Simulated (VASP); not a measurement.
# Al in VASP: notebook

The runs below take Al through single point, with PBE.

All numbers are computed with VASP 6.6.1; they aren't measurements. Logs are shortened: lines on timing, memory, paths and dates and some standing lists are left out, and cuts for length are marked.

## Step 1: The cell of the first run

The cell holds a slab with vacuum, 14 atoms: a = 2.857 Å, b = 6.999 Å, c = 25.722 Å, α = 90.00°, β = 90.00°, γ = 90.00°.

## Step 2: Single point, PBE

INCAR

```
SYSTEM = Al
ALGO = Normal
DIPOL = 0.5 0.5 0.500
EDIFF = 1E-6
ENCUT = 400
GGA = PE
GGA_COMPAT = .False.
IDIPOL = 3
ISIF = 2
ISMEAR = 0
LASPH = .True.
LCHARG = .False.
LDIPOL = .True.
LREAL = .False.
LWAVE = .False.
NBANDS = 34
NELM = 120
NELMDL = -8
PREC = Accurate
SIGMA = 0.1
```

KPOINTS

```
k-points
0
Gamma
  12 5 1
  0 0 0
```

POSCAR

```
Al
1.0
    2.8571513840      0.0000000000      0.0000000000
    0.0000000000      6.9985630087      0.0000000000
    0.0000000000      0.0000000000     25.7222512844
Al
14
Direct
    0.5000000000      0.6666666667      0.2915763444
    0.0000000000      0.3333333333      0.3236415222
    0.5000000000      0.0000000000      0.3557067000
    0.0000000000      0.6666666667      0.3877718778
    0.5000000000      0.3333333333      0.4198370555
    0.0000000000      0.0000000000      0.4519022333
    0.5000000000      0.6666666667      0.4839674111
    0.0000000000      0.3333333333      0.5160325889
    0.5000000000      0.0000000000      0.5480977667
    0.0000000000      0.6666666667      0.5801629445
    0.5000000000      0.3333333333      0.6122281222
    0.0000000000      0.0000000000      0.6442933000
    0.5000000000      0.6666666667      0.6763584778
    0.0000000000      0.3333333333      0.7084236556
```

Potentials or basis: VASP PAW PBE potentials, release 64 (Al).

Run with:

```sh
$ cat potpaw_PBE.64/Al/POTCAR > POTCAR
$ mpirun -np 1 vasp_std > vasp.out
```

OUTCAR:

```text
SYSTEM = Al
   EDIFF = 1E-6
   ENCUT = 400
   GGA = PE
   ISIF = 2
   ISMEAR = 0
   LASPH = .True.
   LREAL = .False.
   NELM = 120
   NELMDL = -8
   PREC = Accurate

 ion  position               nearest neighbor table
   1  0.500  0.667  0.292-   3 2.86   2 2.86   2 2.86   4 2.86   4 2.86
   2  0.000  0.333  0.324-   5 2.86   5 2.86   3 2.86   3 2.86   1 2.86   1 2.86   4 2.86
   3  0.500  0.000  0.356-   5 2.86   6 2.86   6 2.86   4 2.86   2 2.86   4 2.86   2 2.86   1 2.86

   4  0.000  0.667  0.388-   6 2.86   7 2.86   7 2.86   5 2.86   5 2.86   3 2.86   3 2.86   2 2.86
                             1 2.86   1 2.86
   5  0.500  0.333  0.420-   3 2.86   2 2.86   2 2.86   4 2.86   4 2.86   6 2.86   6 2.86   7 2.86
                             8 2.86   8 2.86
   6  0.000  0.000  0.452-   4 2.86   3 2.86   3 2.86   7 2.86   5 2.86   5 2.86   7 2.86   8 2.86
                             9 2.86   9 2.86
   7  0.500  0.667  0.484-   4 2.86   4 2.86   6 2.86   6 2.86   9 2.86   8 2.86   8 2.86   5 2.86
                            10 2.86  10 2.86
   8  0.000  0.333  0.516-  11 2.86  11 2.86   9 2.86   9 2.86   6 2.86   7 2.86   7 2.86  10 2.86
                             5 2.86   5 2.86
   9  0.500  0.000  0.548-  11 2.86  12 2.86  12 2.86  10 2.86   8 2.86  10 2.86   8 2.86   7 2.86
                             6 2.86   6 2.86
  10  0.000  0.667  0.580-  12 2.86  13 2.86  13 2.86  11 2.86  11 2.86   9 2.86   9 2.86   8 2.86
                             7 2.86   7 2.86
  11  0.500  0.333  0.612-   9 2.86   8 2.86   8 2.86  10 2.86  10 2.86  12 2.86  12 2.86  13 2.86
                            14 2.86  14 2.86
  12  0.000  0.000  0.644-  10 2.86   9 2.86   9 2.86  13 2.86  11 2.86  11 2.86  13 2.86  14 2.86

  13  0.500  0.667  0.676-  10 2.86  10 2.86  12 2.86  12 2.86  14 2.86  14 2.86  11 2.86
  14  0.000  0.333  0.708-  12 2.86  13 2.86  13 2.86  11 2.86  11 2.86

  LATTYP: Found a simple orthorhombic cell.
 ALAT       =     2.8571513840
 B/A-ratio  =     2.4494897428
 C/A-ratio  =     9.0027610817

  Lattice vectors:

 A1 = (   2.8571513840,   0.0000000000,   0.0000000000)
 A2 = (   0.0000000000,   6.9985630087,   0.0000000000)
 A3 = (   0.0000000000,   0.0000000000,  25.7222512844)

Analysis of symmetry for initial positions (statically):
=====================================================================
 Subroutine PRICEL returns:
 Original cell was already a primitive cell.

 Routine SETGRP: Setting up the symmetry group for a
 simple orthorhombic supercell.

 Subroutine GETGRP returns: Found  4 space group operations
 (whereof  2 operations were pure point group operations)
 out of a pool of  8 trial point group operations.

The static configuration has the point symmetry C_1h.
 The point group associated with its full space group is C_2h.

Analysis of symmetry for dynamics (positions and initial velocities):
=====================================================================
 Subroutine PRICEL returns:
 Original cell was already a primitive cell.

 Routine SETGRP: Setting up the symmetry group for a
 simple orthorhombic supercell.

 Subroutine GETGRP returns: Found  4 space group operations
 (whereof  2 operations were pure point group operations)
 out of a pool of  8 trial point group operations.

The dynamic configuration has the point symmetry C_1h.
 The point group associated with its full space group is C_2h.

 Subroutine INISYM returns: Found  4 space group operations
 (whereof  2 operations are pure point group operations),
 and found     1 'primitive' translations

----------------------------------------------------------------------------------------

                                     Primitive cell

  volume of cell :     514.3410

  direct lattice vectors                    reciprocal lattice vectors
     2.857151384  0.000000000  0.000000000     0.349998955  0.000000000  0.000000000
     0.000000000  6.998563009  0.000000000     0.000000000  0.142886475  0.000000000
     0.000000000  0.000000000 25.722251284     0.000000000  0.000000000  0.038876846

  length of vectors
     2.857151384  6.998563009 25.722251284     0.349998955  0.142886475  0.038876846

  position of ions in fractional coordinates (direct lattice)
     0.500000000  0.666666667  0.291576344
     0.000000000  0.333333333  0.323641522
     0.500000000  0.000000000  0.355706700
     0.000000000  0.666666667  0.387771878
     0.500000000  0.333333333  0.419837055
     0.000000000  0.000000000  0.451902233
     0.500000000  0.666666667  0.483967411
     0.000000000  0.333333333  0.516032589
     0.500000000  0.000000000  0.548097767
     0.000000000  0.666666667  0.580162945
     0.500000000  0.333333333  0.612228122
     0.000000000  0.000000000  0.644293300
     0.500000000  0.666666667  0.676358478
     0.000000000  0.333333333  0.708423656

  ion indices of the primitive-cell ions
   primitive index   ion index
                 1           1
                 2           2
                 3           3
                 4           4
                 5           5
                 6           6
                 7           7
                 8           8
                 9           9
                10          10
                11          11
                12          12
                13          13
                14          14

----------------------------------------------------------------------------------------

 KPOINTS: k-points

Automatic generation of k-mesh.
 Grid dimensions read from file:
 generate k-points for:   12    5    1

 Generating k-lattice:

  Cartesian coordinates                     Fractional coordinates (reciprocal lattice)
     0.029166580  0.000000000  0.000000000     0.083333333  0.000000000  0.000000000
     0.000000000  0.028577295  0.000000000     0.000000000  0.200000000  0.000000000
     0.000000000  0.000000000  0.038876846     0.000000000  0.000000000  1.000000000

  Length of vectors
     0.029166580  0.028577295  0.038876846

  Shift w.r.t. Gamma in fractional coordinates (k-lattice)
     0.000000000  0.000000000  0.000000000

 Subroutine IBZKPT returns following result:
 ===========================================

 Found     21 irreducible k-points:

 Following reciprocal coordinates:
            Coordinates               Weight
  0.000000  0.000000  0.000000      1.000000
  0.083333  0.000000  0.000000      2.000000
  0.166667  0.000000  0.000000      2.000000
  0.250000  0.000000  0.000000      2.000000
  0.333333  0.000000  0.000000      2.000000
  0.416667  0.000000  0.000000      2.000000
[... 13 lines left out ...]
  0.416667  0.400000  0.000000      4.000000
  0.500000  0.400000  0.000000      2.000000
   k-points           NKPTS =     21   k-points in BZ     NKDIM =     21   number of bands    NBANDS=     34
   number of dos      NEDOS =    301   number of ions     NIONS =     14
   total plane-waves  NPLWV = 161280
   dimension x,y,z NGX =    20 NGY =   48 NGZ =  168
   dimension x,y,z NGXF=    40 NGYF=   96 NGZF=  336
   ions per type =              14
   NGX,Y,Z   is equivalent  to a cutoff of  11.64, 11.40, 10.86 a.u.
   NGXF,Y,Z  is equivalent  to a cutoff of  23.27, 22.80, 21.72 a.u.
 SYSTEM =  Al
   PREC   = accura    normal or accurate (medium, high low for compatibility)
   ISTART =      0    job   : 0-new  1-cont  2-samecut
   ICHARG =      2    charge: 1-file 2-atom 10-const
   ISPIN  =      1    spin polarized calculation?
   LNONCOLLINEAR =      F non collinear calculations
   LSORBIT =      F    spin-orbit coupling
   LASPH  =      T    aspherical Exc in radial PAW
   ENCUT  =  400.0 eV  29.40 Ry    5.42 a.u.   4.66 11.41 41.95*2*pi/ulx,y,z
   NELM   =    120;   NELMIN=  2; NELMDL= -8     # of ELM steps
   EDIFF  = 0.1E-05   stopping-criterion for ELM
   LREAL  =      F    real-space projection
   EDIFFG = 0.1E-04   stopping-criterion for IOM
   NSW    =      0    number of steps for IOM
   IBRION =     -1    ionic relax: 0-MD 1-quasi-New 2-CG
   NFREE  =      0    steps in history (QN), initial steepest desc. (CG)
   ISIF   =      2    stress and relaxation
   ISYM   =      2    0-nonsym 1-usesym 2-fastsym
   POTIM  = 0.5000    time-step for ionic-motion
   TEBEG  =    0.0;   TEEND  =   0.0 temperature during run
   PSTRESS=    0.0 pullay stress
   NELECT =      42.0000    total number of electrons
   NUPDOWN=      -1.0000    fix difference up-down
   EMIN   =  10.00;   EMAX   =-10.00  energy-range for DOS
   EFERMI =   0.00;   METHOD = LEGACY
   ISMEAR =     0;   SIGMA  =   0.10  broadening in eV -4-tet -1-fermi 0-gaus
   EFERMI_NEDOS =   21; number of points for ismear=-14 and -15
   IALGO  =     38    algorithm
   IMIX   =      4    mixing-type and parameters
     AMIX     =   0.40;   BMIX     =  1.00
     AMIX_MAG =   1.60;   BMIX_MAG =  1.00
  volume/ion in A,a.u.               =      36.74       247.92
  Fermi-wavevector in a.u.,A,eV,Ry     =   0.710244  1.342167  6.863411  0.504447
  Thomas-Fermi vector in A             =   1.797040
   LORBIT       =      0    0 simple, 1 ext, 2 COOP (PROOUT), +10 PAW based schemes
   GGA     = PE    functional components
   LHFCALC =     F    Hartree Fock is set to
   AEXX    =    0.0000 exact exchange contribution
   IVDW    =     0    specifies the selected vdW correction
   LEPSILON=     F    determine dielectric tensor
   LRPA    =     F    only Hartree local field effects (RPA)
 non-spin polarized calculation
 Gauss-broadening in eV      SIGMA  =   0.10
  energy-cutoff  :      400.00
  volume of cell :      514.34
 maximum number of plane-waves:      9405
 NGX is ok and might be reduce to    20
   NGX =  9   NGY = 23   NGZ = 83

 number of electron      41.9999999 magnetization

 dipolmoment           0.000000      0.000000     -0.000000 electrons x Angstroem

 Free energy of the ion-electron system (eV)
  ---------------------------------------------------
  ext. energy  EPLUGINS =         0.00000000
  ---------------------------------------------------
  free energy    TOTEN  =       -50.04900630 eV

  energy without entropy =      -50.01724262  energy(sigma->0) =      -50.03312446

 E-fermi :   1.3356     XC(G=0):  -5.3850

 val. band max:        1.3216161916   @ k =   0.5000   0.4000   0.0000
 cond. band min:       1.3548700941   @ k =   0.5000   0.0000   0.0000
 fundamental gap:      0.0332539025
 Fermi energy:         1.3356450478

 k-point     1 :       0.0000    0.0000    0.0000
  band No.  band energies     occupation
      1      -9.5305      2.00000
      2      -8.7717      2.00000
      3      -7.6142      2.00000
      4      -6.5598      2.00000
      5      -6.5248      2.00000
      6      -6.2423      2.00000
[... 25 lines left out ...]
     32       5.2850      0.00000
     33       5.5833      0.00000

 k-point     2 :       0.0833    0.0000    0.0000
  band No.  band energies     occupation
      1      -9.4048      2.00000
      2      -8.6466      2.00000
      3      -7.4898      2.00000
      4      -6.4367      2.00000
      5      -6.4017      2.00000
      6      -6.1190      2.00000
[... 25 lines left out ...]
     32       5.4016      0.00000
     33       5.4087      0.00000
[... 646 lines left out ...]
     32       3.2014      0.00000
     33       3.7056      0.00000

 k-point    21 :       0.5000    0.4000    0.0000
  band No.  band energies     occupation
      1      -4.6116      2.00000
      2      -4.6116      2.00000
      3      -4.0359      2.00000
      4      -4.0359      2.00000
      5      -3.8890      2.00000
      6      -3.8890      2.00000
[... 25 lines left out ...]
     32       3.0120      0.00000
     33       3.4796      0.00000
 [bands above 33 left out]

------------------------ aborting loop because EDIFF is reached ----------------------------------------

 vacuum level on the upper side and lower side of the slab       (xc-potential included)        -0.152        -0.152

  FORCE on cell =-STRESS in cart. coord.  units (eV):
  Direction    XX          YY          ZZ          XY          YZ          ZX
  --------------------------------------------------------------------------------------
  -------------------------------------------------------------------------------------
  Total       -3.5372613     -3.1171468      0.0219436      0.0000000      0.1047305      0.0000000
  in kB      -11.0186051     -9.7099442      0.0683545      0.0000000      0.3262365      0.0000000
  external PRESSURE =      -6.8867316 kB  Pullay stress =       0.0000000 kB

 VOLUME and BASIS-vectors are now :
 -----------------------------------------------------------------------------
  energy-cutoff  :      400.00
  volume of cell :      514.34
      direct lattice vectors                 reciprocal lattice vectors
     2.857151384  0.000000000  0.000000000     0.349998955  0.000000000  0.000000000
     0.000000000  6.998563009  0.000000000     0.000000000  0.142886475  0.000000000
     0.000000000  0.000000000 25.722251284     0.000000000  0.000000000  0.038876846

 POSITION                                       TOTAL-FORCE (eV/Angst)
 -----------------------------------------------------------------------------------
      1.42858      4.66571      7.50000         0.000000     -0.036388      0.055027
      0.00000      2.33285      8.32479         0.000000     -0.014896      0.051226
      1.42858      0.00000      9.14958         0.000000      0.082941     -0.230300
      0.00000      4.66571      9.97437         0.000000     -0.047933      0.099228
      1.42858      2.33285     10.79915         0.000000      0.006661      0.022987
      0.00000      0.00000     11.62394         0.000000      0.012593     -0.017967
      1.42858      4.66571     12.44873         0.000000      0.028954     -0.028554
      0.00000      2.33285     13.27352         0.000000     -0.028954      0.028554
      1.42858      0.00000     14.09831         0.000000     -0.012593      0.017967
      0.00000      4.66571     14.92310         0.000000     -0.006661     -0.022987
      1.42858      2.33285     15.74789         0.000000      0.047933     -0.099228
      0.00000      0.00000     16.57267         0.000000     -0.082941      0.230300
      1.42858      4.66571     17.39746         0.000000      0.014896     -0.051226
      0.00000      2.33285     18.22225         0.000000      0.036388     -0.055027
 -----------------------------------------------------------------------------------
    total drift:                                0.000000     -0.000000     -0.000000

  FREE ENERGIE OF THE ION-ELECTRON SYSTEM (eV)
  ---------------------------------------------------
  free  energy   TOTEN  =       -50.0490063050 eV

  energy  without entropy=      -50.0172426197  energy(sigma->0) =      -50.03312446

 vacuum level on the upper side and lower side of the slab         5.440         5.440
```

Run time: 14 min. Hardware: 1 thread of Intel Xeon 8259CL, shared host; peak memory 0.5 GiB.

Results:

```
Free energy            : -50.0490 eV
Largest force          : 0.245 eV/Å
Band gap on the k mesh : zero (bands 21 and 22 overlap by 2.10 eV)
```

Forces on the atoms (eV/Å):
```
Al   0.000 -0.036  0.055
Al   0.000 -0.015  0.051
Al   0.000  0.083 -0.230
Al   0.000 -0.048  0.099
Al   0.000  0.007  0.023
Al   0.000  0.013 -0.018
Al   0.000  0.029 -0.029
Al   0.000 -0.029  0.029
Al   0.000 -0.013  0.018
Al   0.000 -0.007 -0.023
Al   0.000  0.048 -0.099
Al   0.000 -0.083  0.230
Al   0.000  0.015 -0.051
Al   0.000  0.036 -0.055
```

## Step 3: Single point, PBE

INCAR

```
PREC = Accurate
ENCUT = 400
EDIFF = 1E-6
ISMEAR = 0
SIGMA = 0.1
LREAL = F
LASPH = T
NELM = 120
ALGO = Normal
ISIF = 2
LWAVE = F
LCHARG = F
LDIPOL = T
IDIPOL = 3
DIPOL = 0.5 0.5 0.500
GGA = PE
NBANDS = 34
GGA_COMPAT = F
NELMDL = -8
```

KPOINTS

```
regular mesh
0
Gamma
  12 5 1
```

POSCAR

```
Al
1.0
    2.8571513840      0.0000000000      0.0000000000
    0.0000000000      6.9985630087      0.0000000000
    0.0000000000      0.0000000000     25.7222512844
Al
14
Direct
    0.5000000000      0.6603987307      0.2932182004
    0.0000000000      0.3331616079      0.3247804366
    0.5000000000      0.0004160198      0.3514251583
    0.0000000000      0.6665549631      0.3891372493
    0.5000000000      0.3316120371      0.4203256981
    0.0000000000      0.0006055705      0.4507282147
    0.5000000000      0.6686491464      0.4841523645
    0.0000000000      0.3313508494      0.5158476363
    0.5000000000     -0.0006055712      0.5492717884
    0.0000000000      0.6683879679      0.5796743056
    0.5000000000      0.3334450385      0.6108627549
    0.0000000000     -0.0004160202      0.6485748385
    0.5000000000      0.6668383815      0.6752195590
    0.0000000000      0.3396012788      0.7067817954
```

Potentials or basis: VASP PAW PBE potentials, release 64 (Al).

Run with:

```sh
$ cat potpaw_PBE.64/Al/POTCAR > POTCAR
$ mpirun -np 1 vasp_std > vasp.out
```

Wall time 14 min (1 thread of Intel Xeon 8259CL, shared host); peak memory 0.5 GiB.

It converged, with:

```
Free energy            : -50.0841 eV
Largest force          : 0.010 eV/Å
Band gap on the k mesh : zero (bands 21 and 22 overlap by 2.15 eV)
```

Forces on the atoms (eV/Å):
```
Al   0.000 -0.002  0.000
Al   0.000 -0.001  0.008
Al   0.000  0.005 -0.001
Al   0.000 -0.010  0.002
Al   0.000  0.007 -0.007
Al   0.000 -0.004  0.002
Al   0.000 -0.005 -0.006
Al   0.000  0.005  0.006
Al   0.000  0.004 -0.002
Al   0.000 -0.007  0.007
Al   0.000  0.010 -0.002
Al   0.000 -0.005  0.001
Al   0.000  0.001 -0.008
Al   0.000  0.002  0.000
```

Levels at points of the mesh, in eV from the Fermi level:
```csv
k point,band 17,band 18,band 19,band 20,band 21,band 22,band 23,band 24,band 25,band 26
"(0.00, 0.00, 0.00)",-1.74,-0.33,-0.33,0.55,0.75,0.77,1.41,1.54,1.92,2.07
"(0.50, 0.00, 0.00)",-1.92,-1.92,-1.42,-1.42,-0.97,-0.97,-0.14,-0.14,-0.02,-0.02
```
